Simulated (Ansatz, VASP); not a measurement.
**One calculation of Se, two programs**

Contents of INCAR:

```
SYSTEM = Se
PREC = Accurate
ENCUT = 520
EDIFF = 1E-6
ISMEAR = -1
SIGMA = 0.1
LREAL = .False.
LASPH = .True.
NELM = 100
ALGO = Normal
ISIF = 2
LWAVE = .False.
LCHARG = .False.
NBANDS = 13
```

Contents of KPOINTS:

```
regular mesh
0
Gamma
  10 10 10
  0 0 0
```

POSCAR

```
Se
1.0
    0.0000000000      3.0840858748      3.0840858748
    3.0840858748      0.0000000000      3.0840858748
    3.0840858748      3.0840858748      0.0000000000
Se
2
Direct
    0.1250000000      0.1250000000      0.1250000000
    0.8750000000      0.8750000000      0.8750000000
```

Input for Ansatz:

```yaml
crystal:
  lattice:
    - [0.0, 3.0840858748, 3.0840858748]
    - [3.0840858748, 0.0, 3.0840858748]
    - [3.0840858748, 3.0840858748, 0.0]
  atoms:
    - { symbol: Se, position: [0.125, 0.125, 0.125] }
    - { symbol: Se, position: [0.875, 0.875, 0.875] }
hamiltonian:
  xc: lda
  pseudopotentials:
    kind: paw
    azcp:
      Se: "pseudopotentials/Se.paw.azcp"
basis:
  ecutwfc: 420
  fft_grid_basis: typed
kpoints:
  mp_grid: { grid: [10, 10, 10], shift: [0, 0, 0] }
magnetization:
  spin_polarized: false
scf:
  occupations: { method: fermi_dirac, width: 0.1 }
  lower_state_search: "off"
output:
  stress: true
```

Alike in both runs: task single point; functional LDA; k mesh 10 × 10 × 10; occupations fermi-dirac, width 0.1 eV; no spin polarisation.

|  | VASP | Ansatz |
| --- | --- | --- |
| version | VASP 6.6.1 | Ansatz 0.2.0 |
| potentials or method | VASP PAW LDA potentials, release 64 (Se), cutoff 520 eV | plane waves (420 eV) with PAW, scalar-relativistic |
| valence electrons in the cell | 12 | 32 |

VASP gave:

* pressure (GPa): 0.1

Q: What did Ansatz give for the same quantities?

A: Pressure (GPa): 0.0.

Ansatz warns that its potentials were made for another functional, while VASP's fit it. LDA's correlation is that of Perdew and Zunger in VASP and of Perdew and Wang (1992) in Ansatz. VASP's potentials hold 12 valence electrons a cell and Ansatz's 32, so a difference there can come from the potentials and not from the codes.
